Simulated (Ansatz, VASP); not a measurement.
**Two plane-wave programs on CuO**

The input INCAR:

```
SYSTEM = CuO
ALGO = Normal
EDIFF = 1E-7
EDIFFG = -0.01
ENCUT = 820
GGA = PE
GGA_COMPAT = .False.
IBRION = 2
ISIF = 3
ISMEAR = -1
LASPH = .True.
LCHARG = .False.
LDAU = .True.
LDAUJ = 0 0
LDAUL = 2 -1
LDAUPRINT = 1
LDAUTYPE = 2
LDAUU = 6 0
LMAXMIX = 4
LREAL = .False.
LWAVE = .False.
NELM = 200
NELMIN = 4
NSW = 60
PREC = Accurate
SIGMA = 0.05
```

KPOINTS

```
k-points
0
Gamma
  10 10 10
  0 0 0
```

File POSCAR:

```
CuO
1.0
    2.5525506100      0.0000000000      0.0000000000
    0.0000000000      2.5525506100      0.0000000000
    0.0000000000      0.0000000000      2.5525506100
Cu O
1 1
Direct
    0.0000000000      0.0000000000      0.0000000000
    0.5000000000      0.5000000000      0.5000000000
```

input.yaml

```yaml
crystal:
  lattice:
    - [2.55255061, 0.0, 0.0]
    - [0.0, 2.55255061, 0.0]
    - [0.0, 0.0, 2.55255061]
  atoms:
    - { symbol: Cu, position: [0.0, 0.0, 0.0] }
    - { symbol: O, position: [0.5, 0.5, 0.5] }
hamiltonian:
  xc: pbe
  pseudopotentials: { kind: paw }
  hubbard: { sites: [{ species: Cu, l: d, u_eff: 6.0 }] }
kpoints:
  mp_grid: { grid: [10, 10, 10] }
scf:
  occupations: { method: fermi_dirac, width: 0.05 }
output:
  forces: true
  stress: true
  eigenvalues: true
relax:
  f_tol: 0.01
  max_steps: 40
  cell: { stress_tol: 0.05 }
```

Alike in both runs: task relaxation of cell and atoms; functional PBE; k mesh 10 × 10 × 10; occupations fermi-dirac, width 0.05 eV; no spin polarisation; Hubbard terms Cu d U = 6.0 eV.

|  | VASP | Ansatz |
| --- | --- | --- |
| version | VASP 6.6.1 | Ansatz 0.2.0 |
| potentials or method | VASP PAW PBE potentials, release 64 (Cu_sv_GW, O) | Ansatz PAW |
| plane-wave cutoff (eV) | 820 | 420 |
| valence electrons in the cell | 25 | 25 |

```csv
,VASP,Ansatz,Ansatz less VASP
"gap on the k mesh at the Fermi level, each at its own relaxed structure (eV)",none,none,-
relaxed volume (Å³/atom),9.03,9.44,+0.402
relaxed length of the cell vector where the two differ most in proportion (Å),2.624,2.662,+0.0383
```

The programs project onto different local orbitals, so the same U acts differently, and such runs can settle in different states. A gap of «none» marks a metal or a gap that the smearing closes.

Noted on Ansatz's run: the plane-wave basis is chosen anew once the cell has moved, so the energies of steps on either side of that aren't comparable.
